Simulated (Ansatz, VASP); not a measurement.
**Ir in VASP and in Ansatz**

Contents of INCAR:

```
ALGO = Fast
EDIFF = 1E-7
ENCUT = 520
GGA = PE
ISIF = 2
ISMEAR = 0
LASPH = T
LCHARG = F
LREAL = F
LWAVE = F
NBANDS = 10
NELM = 60
PREC = Accurate
SIGMA = 0.15
```

File KPOINTS:

```
k-points
0
Gamma
  22 22 22
```

POSCAR

```
Ir
1.0
    0.0000000000      1.8717075000      1.9676925000
    1.8717075000      0.0000000000      1.9676925000
    1.8717075000      1.8717075000      0.0000000000
Ir
1
Direct
    0.0000000000      0.0000000000      0.0000000000
```

Input for Ansatz:

```yaml
crystal:
  lattice:
    - [0.0, 1.8717075, 1.9676925]
    - [1.8717075, 0.0, 1.9676925]
    - [1.8717075, 1.8717075, 0.0]
  atoms:
    - { symbol: Ir, position: [0.0, 0.0, 0.0] }
basis:
  ecutwfc: 420
kpoints:
  mp_grid: { grid: [22, 22, 22] }
hamiltonian:
  xc: pbe
scf:
  occupations: { method: gaussian, width: 0.15 }
output:
  forces: true
  stress: true
  eigenvalues: true
```

Change from the starting cell: strain -0.025 along x and y, +0.025 along z, atoms carried along.

Alike in both runs: task single point; functional PBE; k mesh 22 × 22 × 22; occupations gaussian, width 0.15 eV; no spin polarisation.

```csv
,VASP,Ansatz
version,VASP 6.6.1,Ansatz 0.2.0
potentials or method,"VASP PAW PBE potentials, release 64 (Ir), cutoff 520 eV","scalar-relativistic, plane waves, PAW"
valence electrons in the cell,9,17
```

Ansatz gave:

- gap on the k mesh at the Fermi level (eV): none
- pressure (GPa): 20.6
- traceless stress, the component that is largest in VASP (GPa): -13.86

Estimate VASP's values.

gap on the k mesh at the Fermi level (eV): none; pressure (GPa): 21.4; traceless stress, the component that is largest in VASP (GPa): -13.80.

A gap of «none» marks a metal or a gap that the smearing closes. VASP's potentials hold 9 valence electrons a cell and Ansatz's 17, so a difference there can come from the potentials and not from the codes.

Neither program's run includes spin-orbit coupling.
